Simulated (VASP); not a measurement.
# C in VASP: single point with PBE

Aim: the single point of C with PBE.

Everything below comes from runs of VASP 6.6.1. Logs are shortened: lines on timing, memory, paths and dates and some standing lists are left out, and cuts for length are marked.

## (1) The cell of the first run

The cell holds a slab with vacuum, 19 atoms: a = 7.398 Å, b = 7.398 Å, c = 12.000 Å, α = 90.00°, β = 90.00°, γ = 120.00°.

## (2) Single point, PBE, collinear spin

INCAR reads:

```
SYSTEM = C
ALGO = Normal ; EDIFF = 1E-6
ENCUT = 520 ; GGA = PE
ISIF = 2 ; ISMEAR = 0
ISPIN = 2 ; LASPH = .True.
LCHARG = .False. ; LORBIT = 11
LREAL = Auto ; LWAVE = .False.
MAGMOM = 0 0 0 0 0 0 0 0 0 0 0 0 0 0 0 0 0 0 0.13 ; NBANDS = 57
NELM = 150 ; PREC = Accurate
SIGMA = 0.05
```

KPOINTS reads:

```
k-points
0
Gamma
  2 2 1
  0 0 0
```

POSCAR reads:

```
C
1.0
    7.3980000000      0.0000000000      0.0000000000
   -3.6990000000      6.4068560000      0.0000000000
    0.0000000000      0.0000000000     12.0000000000
C
19
Direct
   -0.0020979576      0.0015745632      0.0813650833
    0.2173602167      0.1063092412      0.0767387500
   -0.0026510912      0.3313085232      0.0795416667
    0.2181617202      0.4405362006      0.0801867500
   -0.0041726427      0.6604908866      0.0920222500
    0.2168097914      0.7723546463      0.0873005000
    0.3289748718     -0.0049375232      0.0820527500
    0.5500587948      0.1049897173      0.0795969167
    0.3283131716      0.3272054187      0.0740005833
    0.5476337117      0.4322958094      0.0745882500
    0.3281404777      0.6628527315      0.0846842500
    0.5497908332      0.7757895604      0.0845610833
    0.6629528908     -0.0041366624      0.0824150833
    0.8872347199      0.1096530030      0.0785455833
    0.6608626665      0.3268294152      0.0777223333
    0.8853770422      0.4414461633      0.0838413333
    0.6543780288      0.6547790367      0.0927766667
    0.8864804682      0.7787395253      0.1042520000
    0.7404905398      0.7181751861      0.2113075833
```

Potentials or basis: VASP PAW PBE potentials, release 64 (C).

Launch:

```
$ cat potpaw_PBE.64/C/POTCAR > POTCAR
$ mpirun -np 1 vasp_std > vasp.out
```

OUTCAR:

```text
SYSTEM = C
   EDIFF = 1E-6
   ENCUT = 520
   GGA = PE
   ISIF = 2
   ISMEAR = 0
   ISPIN = 2
   LASPH = .True.
   LORBIT = 11
   LREAL = Auto
   NELM = 150
   PREC = Accurate

 ion  position               nearest neighbor table
   1  0.998  0.002  0.081-  14 1.40   2 1.41  18 1.45
   2  0.217  0.106  0.077-   1 1.41   9 1.42   7 1.43
   3  0.997  0.331  0.080-   4 1.41  14 1.42  16 1.42
   4  0.218  0.441  0.080-   3 1.41  11 1.43   9 1.43
   5  0.996  0.660  0.092-  16 1.41   6 1.42  18 1.47
   6  0.217  0.772  0.087-  11 1.42   5 1.42   7 1.43
[... 8 lines left out ...]
  15  0.661  0.327  0.078-  10 1.40   8 1.42  16 1.44
  16  0.885  0.441  0.084-   5 1.41   3 1.42  15 1.44
  17  0.654  0.655  0.093-  10 1.44  12 1.45  18 1.49  19 1.53
  18  0.886  0.779  0.104-   1 1.45   5 1.47  17 1.49  19 1.59
  19  0.740  0.718  0.211-  17 1.53  18 1.59

  LATTYP: Found a hexagonal cell.
 ALAT       =     7.3980000000
 C/A-ratio  =     1.6220600162

  Lattice vectors:

 A1 = (   7.3980000000,   0.0000000000,   0.0000000000)
 A2 = (  -3.6990000000,   6.4068560000,   0.0000000000)
 A3 = (   0.0000000000,   0.0000000000,  12.0000000000)

Analysis of symmetry for initial positions (statically):
=====================================================================
 Subroutine PRICEL returns:
 Original cell was already a primitive cell.

 Routine SETGRP: Setting up the symmetry group for a
 hexagonal supercell.

 Subroutine GETGRP returns: Found  1 space group operations
 (whereof  1 operations were pure point group operations)
 out of a pool of 24 trial point group operations.

The static configuration has the point symmetry C_1 .

Analysis of symmetry for dynamics (positions and initial velocities):
=====================================================================
 Subroutine PRICEL returns:
 Original cell was already a primitive cell.

 Routine SETGRP: Setting up the symmetry group for a
 hexagonal supercell.

 Subroutine GETGRP returns: Found  1 space group operations
 (whereof  1 operations were pure point group operations)
 out of a pool of 24 trial point group operations.

The dynamic configuration has the point symmetry C_1 .

Analysis of structural, dynamic, and magnetic symmetry:
=====================================================================
 Subroutine PRICEL returns:
 Original cell was already a primitive cell.

 Routine SETGRP: Setting up the symmetry group for a
 hexagonal supercell.

 Subroutine GETGRP returns: Found  1 space group operations
 (whereof  1 operations were pure point group operations)
 out of a pool of 24 trial point group operations.

The overall configuration has the point symmetry C_1 .

 Subroutine INISYM returns: Found  1 space group operations
 (whereof  1 operations are pure point group operations),
 and found     1 'primitive' translations

----------------------------------------------------------------------------------------

                                     Primitive cell

  volume of cell :     568.7750

  direct lattice vectors                    reciprocal lattice vectors
     7.398000000  0.000000000  0.000000000     0.135171668  0.078041398  0.000000000
    -3.699000000  6.406856000  0.000000000     0.000000000  0.156082796  0.000000000
     0.000000000  0.000000000 12.000000000     0.000000000  0.000000000  0.083333333

  length of vectors
     7.398000000  7.398000054 12.000000000     0.156082797  0.156082796  0.083333333

  position of ions in fractional coordinates (direct lattice)
     0.997902042  0.001574563  0.081365083
     0.217360217  0.106309241  0.076738750
     0.997348909  0.331308523  0.079541667
     0.218161720  0.440536201  0.080186750
     0.995827357  0.660490887  0.092022250
     0.216809791  0.772354646  0.087300500
[... 11 lines left out ...]
     0.886480468  0.778739525  0.104252000
     0.740490540  0.718175186  0.211307583

[... 51 lines left out ...]
  0.500000  0.000000  0.000000      1.000000
  0.000000  0.500000  0.000000      1.000000
  0.500000  0.500000  0.000000      1.000000
   k-points           NKPTS =      4   k-points in BZ     NKDIM =      4   number of bands    NBANDS=     57
   number of dos      NEDOS =    301   number of ions     NIONS =     19
   total plane-waves  NPLWV = 282240
   dimension x,y,z NGX =    56 NGY =   56 NGZ =   90
   dimension x,y,z NGXF=   112 NGYF=  112 NGZF=  180
   ions per type =              19
   NGX,Y,Z   is equivalent  to a cutoff of  12.58, 12.58, 12.47 a.u.
   NGXF,Y,Z  is equivalent  to a cutoff of  25.17, 25.17, 24.94 a.u.
 SYSTEM =  C
   PREC   = accura    normal or accurate (medium, high low for compatibility)
   ISTART =      0    job   : 0-new  1-cont  2-samecut
   ICHARG =      2    charge: 1-file 2-atom 10-const
   ISPIN  =      2    spin polarized calculation?
   LNONCOLLINEAR =      F non collinear calculations
   LSORBIT =      F    spin-orbit coupling
   LASPH  =      T    aspherical Exc in radial PAW
   ENCUT  =  520.0 eV  38.22 Ry    6.18 a.u.  13.76 13.76 22.31*2*pi/ulx,y,z
   NELM   =    150;   NELMIN=  2; NELMDL= -5     # of ELM steps
   EDIFF  = 0.1E-05   stopping-criterion for ELM
   LREAL  =      T    real-space projection
   EDIFFG = 0.1E-04   stopping-criterion for IOM
   NSW    =      0    number of steps for IOM
   IBRION =     -1    ionic relax: 0-MD 1-quasi-New 2-CG
   NFREE  =      0    steps in history (QN), initial steepest desc. (CG)
   ISIF   =      2    stress and relaxation
   ISYM   =      2    0-nonsym 1-usesym 2-fastsym
   POTIM  = 0.5000    time-step for ionic-motion
   TEBEG  =    0.0;   TEEND  =   0.0 temperature during run
   PSTRESS=    0.0 pullay stress
   NELECT =      76.0000    total number of electrons
   NUPDOWN=      -1.0000    fix difference up-down
   EMIN   =  10.00;   EMAX   =-10.00  energy-range for DOS
   EFERMI =   0.00;   METHOD = LEGACY
   ISMEAR =     0;   SIGMA  =   0.05  broadening in eV -4-tet -1-fermi 0-gaus
   EFERMI_NEDOS =   21; number of points for ismear=-14 and -15
   IALGO  =     38    algorithm
   IMIX   =      4    mixing-type and parameters
     AMIX     =   0.40;   BMIX     =  1.00
     AMIX_MAG =   1.60;   BMIX_MAG =  1.00
  volume/ion in A,a.u.               =      29.94       202.01
  Fermi-wavevector in a.u.,A,eV,Ry     =   0.836949  1.581605  9.530667  0.700484
  Thomas-Fermi vector in A             =   1.950758
   LORBIT       =     11    0 simple, 1 ext, 2 COOP (PROOUT), +10 PAW based schemes
   GGA     = PE    functional components
   LHFCALC =     F    Hartree Fock is set to
   AEXX    =    0.0000 exact exchange contribution
   IVDW    =     0    specifies the selected vdW correction
   LEPSILON=     F    determine dielectric tensor
   LRPA    =     F    only Hartree local field effects (RPA)
 spin polarized calculation
 Gauss-broadening in eV      SIGMA  =   0.05
  energy-cutoff  :      520.00
  volume of cell :      568.78
 maximum number of plane-waves:     15363
 NGX is ok and might be reduce to    56
   NGX = 27   NGY = 27   NGZ = 45

 number of electron      75.9999997 magnetization       0.5116579

 Free energy of the ion-electron system (eV)
  ---------------------------------------------------
  ext. energy  EPLUGINS =         0.00000000
  ---------------------------------------------------
  free energy    TOTEN  =      -168.53765169 eV

  energy without entropy =     -168.53110530  energy(sigma->0) =     -168.53437849

 E-fermi :  -2.0712     XC(G=0):  -3.8307

 val. band max:       -2.0993502320   @ k =   0.0000   0.0000   0.0000
 cond. band min:      -2.0417050239   @ k =   0.5000   0.5000   0.0000
 fundamental gap:      0.0576452081
 Fermi energy:        -2.0711517104

 spin component 1

 k-point     1 :       0.0000    0.0000    0.0000
  band No.  band energies     occupation
      1     -21.9564      1.00000
      2     -20.1949      1.00000
      3     -19.1004      1.00000
      4     -19.0613      1.00000
      5     -18.9944      1.00000
      6     -18.9581      1.00000
[... 201 lines left out ...]
     49       3.9361      0.00000
     50       4.1187      0.00000
 Fermi energy:        -2.0711517104

 spin component 2

 k-point     1 :       0.0000    0.0000    0.0000
  band No.  band energies     occupation
      1     -21.9145      1.00000
      2     -20.1420      1.00000
      3     -19.0847      1.00000
      4     -19.0366      1.00000
      5     -18.9700      1.00000
      6     -18.9353      1.00000
[... 201 lines left out ...]
     49       3.9699      0.00000
     50       4.1440      0.00000
 [bands above 50 left out]

------------------------ aborting loop because EDIFF is reached ----------------------------------------

  FORCE on cell =-STRESS in cart. coord.  units (eV):
  Direction    XX          YY          ZZ          XY          YZ          ZX
  --------------------------------------------------------------------------------------
  -------------------------------------------------------------------------------------
  Total        2.6367525      7.8153887      0.0916545      0.4125994     -0.0702119      0.5668824
  in kB        7.4274445     22.0150984      0.2581808      1.1622475     -0.1977794      1.5968460
  external PRESSURE =       9.9002412 kB  Pullay stress =       0.0000000 kB

 VOLUME and BASIS-vectors are now :
 -----------------------------------------------------------------------------
  energy-cutoff  :      520.00
  volume of cell :      568.78
      direct lattice vectors                 reciprocal lattice vectors
     7.398000000  0.000000000  0.000000000     0.135171668  0.078041398  0.000000000
    -3.699000000  6.406856000  0.000000000     0.000000000  0.156082796  0.000000000
     0.000000000  0.000000000 12.000000000     0.000000000  0.000000000  0.083333333

 POSITION                                       TOTAL-FORCE (eV/Angst)
 -----------------------------------------------------------------------------------
      7.37666      0.01009      0.97638        -0.001822     -0.006923      0.003426
      1.21479      0.68111      0.92086        -0.014500      0.006803     -0.031176
      6.15288      2.12265      0.95450        -0.011030     -0.005720     -0.013212
     -0.01558      2.82245      0.96224        -0.020610     -0.007768     -0.045057
      4.92397      4.23167      1.10427        -0.017291     -0.006909      0.009206
     -1.25298      4.94836      1.04761        -0.029448      0.002172     -0.053831
[... 11 lines left out ...]
      3.67762      4.98927      1.25102         0.028708      0.046943      0.091725
      2.82162      4.60125      2.53569         0.370574     -0.043296      0.127472
 -----------------------------------------------------------------------------------
    total drift:                                0.017328     -0.007985      0.009017

  FREE ENERGIE OF THE ION-ELECTRON SYSTEM (eV)
  ---------------------------------------------------
  free  energy   TOTEN  =      -168.5376516881 eV

  energy  without entropy=     -168.5311053017  energy(sigma->0) =     -168.53437849

 total charge

# of ion       s       p       d       tot
------------------------------------------
    1        0.868   1.781   0.000   2.650
    2        0.864   1.801   0.000   2.665
    3        0.864   1.792   0.000   2.656
    4        0.863   1.783   0.000   2.645
    5        0.861   1.769   0.000   2.631
    6        0.864   1.794   0.000   2.657
[... 11 lines left out ...]
   18        0.837   1.793   0.000   2.630
   19        1.000   1.240   0.000   2.240
--------------------------------------------------
tot         16.501  33.477   0.000  49.979

 magnetization (x)

# of ion       s       p       d       tot
------------------------------------------
    1        0.004   0.031   0.000   0.034
    2       -0.001  -0.013   0.000  -0.015
    3        0.000   0.003   0.000   0.003
    4       -0.000   0.006   0.000   0.006
    5        0.003   0.034   0.000   0.036
    6       -0.002  -0.019   0.000  -0.020
[... 11 lines left out ...]
   18       -0.001  -0.005   0.000  -0.007
   19        0.008   0.148   0.000   0.156
--------------------------------------------------
tot          0.017   0.261   0.000   0.278
```

It took 13 min on 1 thread of Intel Xeon Platinum 8488C (Sapphire Rapids), shared host; peak memory 0.84 GiB.

Results:

```
Free energy                                           : -168.5377 eV
Largest force                                         : 0.394 eV/Å
Net moment                                            : 0.51 μB per cell
Site moments                                          : C +0.03, -0.01, +0.00, +0.01, +0.04, -0.02, -0.00, +0.02, +0.16 (each value once) μB
Valence electrons inside the program's atomic spheres : C 2.65, 2.67, 2.66, 2.63, 2.64, 2.24 (each value once)
```

Forces on the atoms (eV/Å):
```
C   -0.002 -0.007  0.003
C   -0.015  0.007 -0.031
C   -0.011 -0.006 -0.013
C   -0.021 -0.008 -0.045
C   -0.017 -0.007  0.009
C   -0.029  0.002 -0.054
C   -0.016  0.009 -0.009
C   -0.030 -0.004  0.022
C   -0.027  0.022 -0.018
C   -0.027  0.006  0.042
C   -0.025 -0.004 -0.105
C   -0.059 -0.007 -0.149
C   -0.020 -0.013  0.012
C   -0.018 -0.011  0.015
C    0.008  0.019  0.041
C   -0.019 -0.011  0.008
C   -0.071  0.007  0.053
C    0.029  0.047  0.092
C    0.371 -0.043  0.127
```

Caveat: the k points lie up to 0.49 Å⁻¹ apart.
